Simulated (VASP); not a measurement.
# Ba (I4/mmm) in VASP: a series of runs

The runs below take Ba through single point, with PBE.

Program: VASP 6.6.1. These are calculated values, not measurements. Logs are shortened: lines on timing, memory, paths and dates and some standing lists are left out, and cuts for length are marked.

**1. The cell of the first run**

It takes space group I4/mmm (No. 139, tetragonal). The conventional cell has a = 5.000 Å, b = 5.000 Å, c = 4.925 Å, α = 90.00°, β = 90.00°, γ = 90.00°. Within 5.7 Å of Ba (site symmetry 4/mmm) lie 14 Ba at 4.31 to 5.00 Å.

**2. Single point, PBE (strain +0.000 along x and y, -0.015 along z)**

File INCAR:

```
ALGO = Fast ; EDIFF = 1E-6
ENCUT = 520 ; GGA = PE
ISIF = 2 ; ISMEAR = 0
LASPH = True ; LCHARG = False
LREAL = False ; LWAVE = False
NBANDS = 11 ; NELM = 100
PREC = Accurate ; SIGMA = 0.15
```

File KPOINTS:

```
k-points
0
Gamma
  14 14 14
```

File POSCAR:

```
Ba
1.0
   -2.5000000000      2.5000000000      2.4625000000
    2.5000000000     -2.5000000000      2.4625000000
    2.5000000000      2.5000000000     -2.4625000000
Ba
1
Direct
    0.0000000000      0.0000000000      0.0000000000
```

Potentials or basis: VASP PAW PBE potentials, release 64 (Ba_sv).

Started as:

```console
$ cat potpaw_PBE.64/Ba_sv/POTCAR > POTCAR
$ mpirun -np 1 vasp_std > vasp.out
```

OUTCAR:

```text
EDIFF = 1E-6
   ENCUT = 520
   GGA = PE
   ISIF = 2
   ISMEAR = 0
   LASPH = True
   LREAL = False
   NELM = 100
   PREC = Accurate

 ion  position               nearest neighbor table
   1  0.000  0.000  0.000-

  LATTYP: Found a body centered tetragonal cell.
 ALAT       =     5.0000000000
 C/A-ratio  =     0.9850000000

  Lattice vectors:

 A1 = (  -2.5000000000,   2.5000000000,   2.4625000000)
 A2 = (   2.5000000000,  -2.5000000000,   2.4625000000)
 A3 = (   2.5000000000,   2.5000000000,  -2.4625000000)

Analysis of symmetry for initial positions (statically):
=====================================================================
 Subroutine PRICEL returns:
 Original cell was already a primitive cell.

 Routine SETGRP: Setting up the symmetry group for a
 body centered tetragonal supercell.

 Subroutine GETGRP returns: Found 16 space group operations
 (whereof 16 operations were pure point group operations)
 out of a pool of 16 trial point group operations.

The static configuration has the point symmetry D_4h.

Analysis of symmetry for dynamics (positions and initial velocities):
=====================================================================
 Subroutine PRICEL returns:
 Original cell was already a primitive cell.

 Routine SETGRP: Setting up the symmetry group for a
 body centered tetragonal supercell.

 Subroutine GETGRP returns: Found 16 space group operations
 (whereof 16 operations were pure point group operations)
 out of a pool of 16 trial point group operations.

The dynamic configuration has the point symmetry D_4h.

 Subroutine INISYM returns: Found 16 space group operations
 (whereof 16 operations are pure point group operations),
 and found     1 'primitive' translations

----------------------------------------------------------------------------------------

                                     Primitive cell

  volume of cell :      61.5625

  direct lattice vectors                    reciprocal lattice vectors
    -2.500000000  2.500000000  2.462500000     0.000000000  0.200000000  0.203045685
     2.500000000 -2.500000000  2.462500000     0.200000000  0.000000000  0.203045685
     2.500000000  2.500000000 -2.462500000     0.200000000  0.200000000  0.000000000

  length of vectors
     4.308585180  4.308585180  4.308585180     0.285004474  0.285004474  0.282842712

  position of ions in fractional coordinates (direct lattice)
     0.000000000  0.000000000  0.000000000

  ion indices of the primitive-cell ions
[... 82 lines left out ...]
   POTIM  = 0.5000    time-step for ionic-motion
   TEBEG  =    0.0;   TEEND  =   0.0 temperature during run
   PSTRESS=    0.0 pullay stress
   NELECT =      10.0000    total number of electrons
   NUPDOWN=      -1.0000    fix difference up-down
   EMIN   =  10.00;   EMAX   =-10.00  energy-range for DOS
   EFERMI =   0.00;   METHOD = LEGACY
   ISMEAR =     0;   SIGMA  =   0.15  broadening in eV -4-tet -1-fermi 0-gaus
   EFERMI_NEDOS =   21; number of points for ismear=-14 and -15
   IALGO  =     68    algorithm
   IMIX   =      4    mixing-type and parameters
     AMIX     =   0.40;   BMIX     =  1.00
     AMIX_MAG =   1.60;   BMIX_MAG =  1.00
  volume/ion in A,a.u.               =      61.56       415.44
  Fermi-wavevector in a.u.,A,eV,Ry     =   0.893243  1.687984 10.855848  0.797882
  Thomas-Fermi vector in A             =   2.015295
   LORBIT       =      0    0 simple, 1 ext, 2 COOP (PROOUT), +10 PAW based schemes
   GGA     = PE    functional components
   LHFCALC =     F    Hartree Fock is set to
   AEXX    =    0.0000 exact exchange contribution
   IVDW    =     0    specifies the selected vdW correction
   LEPSILON=     F    determine dielectric tensor
   LRPA    =     F    only Hartree local field effects (RPA)
 non-spin polarized calculation
 RMM-DIIS sequential band-by-band and
 Gauss-broadening in eV      SIGMA  =   0.15
  energy-cutoff  :      520.00
  volume of cell :       61.56
 maximum number of plane-waves:      1686
   NGX = 15   NGY = 15   NGZ = 15

 number of electron      10.0000000 magnetization

 number of electron       9.9999998 magnetization

 Free energy of the ion-electron system (eV)
  ---------------------------------------------------
  ext. energy  EPLUGINS =         0.00000000
  ---------------------------------------------------
  free energy    TOTEN  =        -1.91277488 eV

  energy without entropy =       -1.89914524  energy(sigma->0) =       -1.90596006

 E-fermi :   1.7192     XC(G=0):  -7.4827

 val. band max:        1.7171017525   @ k =  -0.2857  -0.4286   0.2857
 cond. band min:       1.7232428274   @ k =   0.4286   0.2143   0.1429
 fundamental gap:      0.0061410749
 Fermi energy:         1.7191556740

 k-point     1 :       0.0000    0.0000    0.0000
  band No.  band energies     occupation
      1     -27.1217      2.00000
      2     -12.0579      2.00000
      3     -12.0579      2.00000
      4     -12.0573      2.00000
      5      -1.0381      2.00000
      6       3.5191      0.00000
      7       3.6126      0.00000
      8       3.6126      0.00000
      9       4.9429      0.00000
     10       5.0808      0.00000
     11       8.6866      0.00000
[... 309 lines left out ...]
 k-point    24 :       0.2857    0.1429    0.0000
  band No.  band energies     occupation
      1     -27.0795      2.00000
      2     -12.4585      2.00000
      3     -12.2091      2.00000
      4     -12.0936      2.00000
      5       0.8703      2.00000
      6       2.4311      0.00000
      7       2.6473      0.00000
      8       4.7530      0.00000
      9       5.5764      0.00000
     10       6.1352      0.00000
     11       8.3575      0.00000

 [... further k-points ...]

------------------------ aborting loop because EDIFF is reached ----------------------------------------

  FORCE on cell =-STRESS in cart. coord.  units (eV):
  Direction    XX          YY          ZZ          XY          YZ          ZX
  --------------------------------------------------------------------------------------
  -------------------------------------------------------------------------------------
  Total        0.1079846      0.1079846      0.1384783      0.0000000      0.0000000      0.0000000
  in kB        2.8103225      2.8103225      3.6039266      0.0000000      0.0000000      0.0000000
  external PRESSURE =       3.0748572 kB  Pullay stress =       0.0000000 kB

 VOLUME and BASIS-vectors are now :
 -----------------------------------------------------------------------------
  energy-cutoff  :      520.00
  volume of cell :       61.56
      direct lattice vectors                 reciprocal lattice vectors
    -2.500000000  2.500000000  2.462500000     0.000000000  0.200000000  0.203045685
     2.500000000 -2.500000000  2.462500000     0.200000000  0.000000000  0.203045685
     2.500000000  2.500000000 -2.462500000     0.200000000  0.200000000  0.000000000

 POSITION                                       TOTAL-FORCE (eV/Angst)
 -----------------------------------------------------------------------------------
      0.00000      0.00000      0.00000         0.000000     -0.000000      0.000000
 -----------------------------------------------------------------------------------
    total drift:                               -0.000000      0.000000      0.000000

  FREE ENERGIE OF THE ION-ELECTRON SYSTEM (eV)
  ---------------------------------------------------
  free  energy   TOTEN  =        -1.9127748756 eV

  energy  without entropy=       -1.8991452439  energy(sigma->0) =       -1.90596006
```

OSZICAR:

```text
N       E                     dE             d eps       ncg     rms          rms(c)
DAV:   1     0.548225785455E+02    0.54823E+02   -0.42392E+03  5368   0.751E+02
DAV:   2     0.811738381877E+00   -0.54011E+02   -0.52597E+02  6428   0.137E+02
DAV:   3    -0.183398277919E+01   -0.26457E+01   -0.26267E+01  6939   0.314E+01
DAV:   4    -0.191091565036E+01   -0.76933E-01   -0.76816E-01  6987   0.494E+00
DAV:   5    -0.191305040307E+01   -0.21348E-02   -0.21345E-02  7244   0.645E-01    0.167E+00
RMM:   6    -0.191228960518E+01    0.76080E-03   -0.28520E-03  5643   0.547E-01    0.999E-01
RMM:   7    -0.191246414744E+01   -0.17454E-03   -0.77549E-03  6056   0.987E-01    0.435E-02
RMM:   8    -0.191273909064E+01   -0.27494E-03   -0.11694E-03  7343   0.221E-01    0.191E-02
RMM:   9    -0.191276984699E+01   -0.30756E-04   -0.20300E-04  7971   0.594E-02    0.108E-02
RMM:  10    -0.191277439144E+01   -0.45445E-05   -0.33800E-05  7844   0.367E-02    0.536E-03
RMM:  11    -0.191277487560E+01   -0.48416E-06   -0.73892E-06  7169   0.122E-02
   1 F= -.19127749E+01 E0= -.19059601E+01  d E =-.136296E-01
```

stdout:

```text
POSCAR found type information on POSCAR Ba
 POSCAR found :  1 types and       1 ions
 scaLAPACK will be used
 LDA part: xc-table for (Slater+PW92), standard interpolation
 POSCAR, INCAR and KPOINTS ok, starting setup
 FFT: planning ... GRIDC
 FFT: planning ... GRID_SOFT
 FFT: planning ... GRID
 WAVECAR not read
 entering main loop
```

Wall time 36 s (1 thread of Intel Xeon 6975P-C (Granite Rapids), shared host); peak memory 0.29 GiB.

Results:

```yaml
Free_energy: -1.9128 eV
Pressure: 0.3 GPa
Band_gap_on_the_k_mesh: zero (bands 5 and 6 overlap by 1.03 eV)
```

Levels at points of the mesh, in eV from the Fermi level:
```tsv
k point	band 2	band 3	band 4	band 5	band 6	band 7	band 8	band 9
(0.00, 0.00, 0.00)	-13.78	-13.78	-13.78	-2.76	1.80	1.89	1.89	3.22
(0.50, 0.00, 0.00)	-14.27	-13.94	-13.78	-0.90	0.66	1.34	3.31	3.90
(0.50, 0.50, 0.00)	-14.27	-13.93	-13.78	-0.91	0.76	1.29	3.19	3.82
(0.50, 0.50, 0.50)	-14.12	-14.12	-14.11	-0.59	-0.56	4.42	4.42	4.59
```

Caveat: the cell differs from its parent crystal (strain +0.000 along x and y, -0.015 along z); spin-orbit coupling is left out, which moves the levels of the heavy elements.

**3. Single point, PBE (strain -0.015 along x and y, +0.015 along z)**

File INCAR:

```
SYSTEM = Ba
ALGO     = Fast           ! electronic algorithm
EDIFF    = 1E-7           ! SCF threshold, eV
ENCUT    = 520            ! plane-wave cutoff, eV
GGA      = PE             ! functional
ISIF     = 2              ! what is computed and relaxed
ISMEAR   = 0              ! smearing method
LASPH    = .True.         ! aspherical terms in the spheres
LCHARG   = .False.        ! write CHGCAR
LREAL    = .False.        ! projectors in reciprocal space
LWAVE    = .False.        ! write WAVECAR
NBANDS   = 11             ! bands
NELM     = 60             ! most SCF steps
PREC     = Accurate       ! precision mode
SIGMA    = 0.15           ! smearing width, eV
```

File KPOINTS:

```
k-points
0
Gamma
  14 14 14
  0 0 0
```

File POSCAR:

```
Ba
1.0
   -2.4625000000      2.4625000000      2.5375000000
    2.4625000000     -2.4625000000      2.5375000000
    2.4625000000      2.4625000000     -2.5375000000
Ba
1
Direct
    0.0000000000      0.0000000000      0.0000000000
```

Potentials or basis: VASP PAW PBE potentials, release 64 (Ba_sv).

Started as:

```console
$ cat potpaw_PBE.64/Ba_sv/POTCAR > POTCAR
$ mpirun -np 1 vasp_std > vasp.out
```

Wall time 46 s (1 thread of Intel Xeon 6975P-C (Granite Rapids), shared host); peak memory 0.3 GiB.

The run converged. Its results:

* Free energy: -1.9124 eV
* Pressure: 0.3 GPa
* Band gap on the k mesh: zero (bands 5 and 6 overlap by 1.01 eV)

Stress tensor (GPa, compression positive):
```
0.36 0.00 0.00
0.00 0.36 0.00
0.00 0.00 0.22
```

Levels at points of the mesh, in eV from the Fermi level:
| k point | band 1 | band 2 | band 3 | band 4 | band 5 | band 6 | band 7 | band 8 | band 9 | band 10 |
| --- | --- | --- | --- | --- | --- | --- | --- | --- | --- | --- |
| (0.00, 0.00, 0.00) | -28.84 | -13.78 | -13.78 | -13.78 | -2.76 | 1.80 | 1.80 | 1.98 | 3.16 | 3.42 |
| (0.50, 0.00, 0.00) | -28.79 | -14.27 | -13.93 | -13.78 | -0.91 | 0.76 | 1.29 | 3.16 | 3.85 | 5.33 |
| (0.50, 0.50, 0.00) | -28.79 | -14.27 | -13.94 | -13.79 | -0.89 | 0.57 | 1.39 | 3.44 | 3.95 | 5.38 |
| (0.50, 0.50, 0.50) | -28.76 | -14.14 | -14.11 | -14.11 | -0.60 | -0.55 | 4.26 | 4.59 | 4.59 | 4.81 |

Caveat: the cell differs from its parent crystal (strain -0.015 along x and y, +0.015 along z); spin-orbit coupling is left out, which moves the levels of the heavy elements.

**4. Single point, PBE (strain +0.000 along x and y, +0.015 along z)**

File INCAR:

```
SYSTEM = Ba
ALGO = Fast
EDIFF = 1E-7
ENCUT = 520
GGA = PE
ISIF = 2
ISMEAR = 0
LASPH = .True.
LCHARG = .False.
LREAL = .False.
LWAVE = .False.
NBANDS = 11
NELM = 80
PREC = Accurate
SIGMA = 0.15
```

KPOINTS is that of step 3.

File POSCAR:

```
Ba
1.0
   -2.5000000000      2.5000000000      2.5375000000
    2.5000000000     -2.5000000000      2.5375000000
    2.5000000000      2.5000000000     -2.5375000000
Ba
1
Direct
    0.0000000000      0.0000000000      0.0000000000
```

Started as:

```console
$ cat potpaw_PBE.64/Ba_sv/POTCAR > POTCAR
$ mpirun -np 1 vasp_std > vasp.out
```

Wall time 49 s (1 thread of Intel Xeon 6975P-C (Granite Rapids), shared host); peak memory 0.3 GiB.

It converged, with:

| Property | Result |
| --- | --- |
| Free energy | -1.9148 eV |
| Pressure | 0.0 GPa |
| Band gap on the k mesh | zero (bands 5 and 6 overlap by 0.95 eV) |

Levels at points of the mesh, in eV from the Fermi level:
```csv
k point,band 3,band 4,band 5,band 6,band 7,band 8
"(0.00, 0.00, 0.00)",-13.85,-13.85,-2.74,1.80,1.80,1.89
"(0.50, 0.00, 0.00)",-13.99,-13.85,-0.89,0.73,1.22,3.14
"(0.50, 0.50, 0.00)",-13.99,-13.85,-0.88,0.64,1.26,3.26
"(0.50, 0.50, 0.50)",-14.15,-14.15,-0.54,-0.52,4.22,4.38
```

Caveat: the cell differs from its parent crystal (strain +0.000 along x and y, +0.015 along z); spin-orbit coupling is left out, which moves the levels of the heavy elements.

**5. Single point, PBE (strain +0.000 along x and y, +0.030 along z)**

File INCAR:

```
SYSTEM = Ba
PREC     = Accurate       ! precision mode
ENCUT    = 520            ! plane-wave cutoff, eV
EDIFF    = 1E-6           ! SCF threshold, eV
ISMEAR   = 0              ! smearing method
SIGMA    = 0.15           ! smearing width, eV
LREAL    = .FALSE.        ! projectors in reciprocal space
LASPH    = .TRUE.         ! aspherical terms in the spheres
NELM     = 100            ! most SCF steps
ALGO     = Fast           ! electronic algorithm
ISIF     = 2              ! what is computed and relaxed
LWAVE    = .FALSE.        ! write WAVECAR
LCHARG   = .TRUE.         ! write CHGCAR
GGA      = PE             ! functional
LELF     = .TRUE.         ! ELF
LVHAR    = .TRUE.       
NBANDS   = 11             ! bands
```

File KPOINTS:

```
Automatic mesh
0
G
  14 14 14
  0 0 0
```

File POSCAR:

```
Ba
1.0
   -2.5000000000      2.5000000000      2.5750000000
    2.5000000000     -2.5000000000      2.5750000000
    2.5000000000      2.5000000000     -2.5750000000
Ba
1
Direct
    0.0000000000      0.0000000000      0.0000000000
```

Potentials or basis: VASP PAW PBE potentials, release 64 (Ba_sv).

Started as:

```console
$ cat potpaw_PBE.64/Ba_sv/POTCAR > POTCAR
$ mpirun -np 1 vasp_std > vasp.out
```

OUTCAR:

```text
SYSTEM = Ba
   PREC = Accurate
   ENCUT = 520
   EDIFF = 1E-6
   ISMEAR = 0
   LREAL = .FALSE.
   LASPH = .TRUE.
   NELM = 100
   ISIF = 2
   GGA = PE

 ion  position               nearest neighbor table
   1  0.000  0.000  0.000-

  LATTYP: Found a body centered tetragonal cell.
 ALAT       =     5.0000000000
 C/A-ratio  =     1.0300000000

  Lattice vectors:

 A1 = (  -2.5000000000,   2.5000000000,   2.5750000000)
 A2 = (   2.5000000000,  -2.5000000000,   2.5750000000)
 A3 = (   2.5000000000,   2.5000000000,  -2.5750000000)
[... 517 lines left out ...]

 [... further k-points ...]

------------------------ aborting loop because EDIFF is reached ----------------------------------------

  FORCE on cell =-STRESS in cart. coord.  units (eV):
  Direction    XX          YY          ZZ          XY          YZ          ZX
  --------------------------------------------------------------------------------------
  -------------------------------------------------------------------------------------
  Total       -0.0217460     -0.0217460     -0.0685691      0.0000000     -0.0000000      0.0000000
  in kB       -0.5412179     -0.5412179     -1.7065599      0.0000000     -0.0000000      0.0000000
  external PRESSURE =      -0.9296652 kB  Pullay stress =       0.0000000 kB

 VOLUME and BASIS-vectors are now :
 -----------------------------------------------------------------------------
  energy-cutoff  :      520.00
  volume of cell :       64.38
      direct lattice vectors                 reciprocal lattice vectors
    -2.500000000  2.500000000  2.575000000     0.000000000  0.200000000  0.194174757
     2.500000000 -2.500000000  2.575000000     0.200000000  0.000000000  0.194174757
     2.500000000  2.500000000 -2.575000000     0.200000000  0.200000000  0.000000000

 POSITION                                       TOTAL-FORCE (eV/Angst)
 -----------------------------------------------------------------------------------
      0.00000      0.00000      0.00000         0.000000      0.000000      0.000000
 -----------------------------------------------------------------------------------
    total drift:                               -0.000000      0.000000      0.000000

  FREE ENERGIE OF THE ION-ELECTRON SYSTEM (eV)
  ---------------------------------------------------
  free  energy   TOTEN  =        -1.9142325357 eV

  energy  without entropy=       -1.9003947834  energy(sigma->0) =       -1.90731366
```

OSZICAR:

```text
N       E                     dE             d eps       ncg     rms          rms(c)
DAV:   1     0.555003608732E+02    0.55500E+02   -0.42021E+03  5368   0.744E+02
DAV:   2     0.933975075700E+00   -0.54566E+02   -0.53096E+02  6474   0.136E+02
DAV:   3    -0.182197943449E+01   -0.27560E+01   -0.27370E+01  6813   0.318E+01
DAV:   4    -0.191073729707E+01   -0.88758E-01   -0.88571E-01  7133   0.526E+00
DAV:   5    -0.191335453242E+01   -0.26172E-02   -0.26169E-02  7105   0.723E-01    0.159E+00
RMM:   6    -0.191329613981E+01    0.58393E-04   -0.29012E-03  5676   0.543E-01    0.953E-01
RMM:   7    -0.191395122532E+01   -0.65509E-03   -0.75894E-03  6020   0.981E-01    0.448E-02
RMM:   8    -0.191419370093E+01   -0.24248E-03   -0.96331E-04  7290   0.203E-01    0.189E-02
RMM:   9    -0.191422681228E+01   -0.33111E-04   -0.19852E-04  7994   0.595E-02    0.103E-02
RMM:  10    -0.191423197599E+01   -0.51637E-05   -0.30393E-05  7744   0.322E-02    0.471E-03
RMM:  11    -0.191423253570E+01   -0.55971E-06   -0.67531E-06  7051   0.110E-02
   1 F= -.19142325E+01 E0= -.19073137E+01  d E =-.138378E-01
```

Run time: 70 s. Hardware: 1 thread of Intel Xeon 6975P-C (Granite Rapids), shared host; peak memory 0.32 GiB.

What came out:

* Free energy: -1.9142 eV
* Pressure: -0.1 GPa
* Band gap on the k mesh: zero (bands 5 and 6 overlap by 0.91 eV)

Caveat: the cell differs from its parent crystal (strain +0.000 along x and y, +0.030 along z); spin-orbit coupling is left out, which moves the levels of the heavy elements.

**6. The runs side by side**

```tsv
cell	further INCAR settings	gap on the mesh (eV)	pressure (GPa)
a = 4.309 Å, angles 109.1, 109.1, 110.3°, 1 atom	ALGO = Fast; EDIFF = 1e-06; NBANDS = 11	none	0.3
a = 4.309 Å, angles 110.3, 110.3, 107.8°, 1 atom	ALGO = Fast; EDIFF = 1e-07; NBANDS = 11	none	0.3
a = 4.352 Å, angles 109.9, 109.9, 108.7°, 1 atom	ALGO = Fast; EDIFF = 1e-07; NBANDS = 11	none	0.0
a = 4.374 Å, angles 110.3, 110.3, 107.9°, 1 atom	ALGO = Fast; EDIFF = 1e-06; NBANDS = 11	none	-0.1
```

Alike in all rows: task single point; level PBE; potentials or basis VASP PAW PBE potentials, release 64 (Ba_sv); no spin polarisation; k mesh 14 × 14 × 14; cutoff (eV) 520; smearing gaussian 0.15 eV.

Caveats: spin-orbit coupling is left out, which moves the levels of the heavy elements.

Total energies depend on the potentials used, so only differences within one code and one set of settings carry meaning.
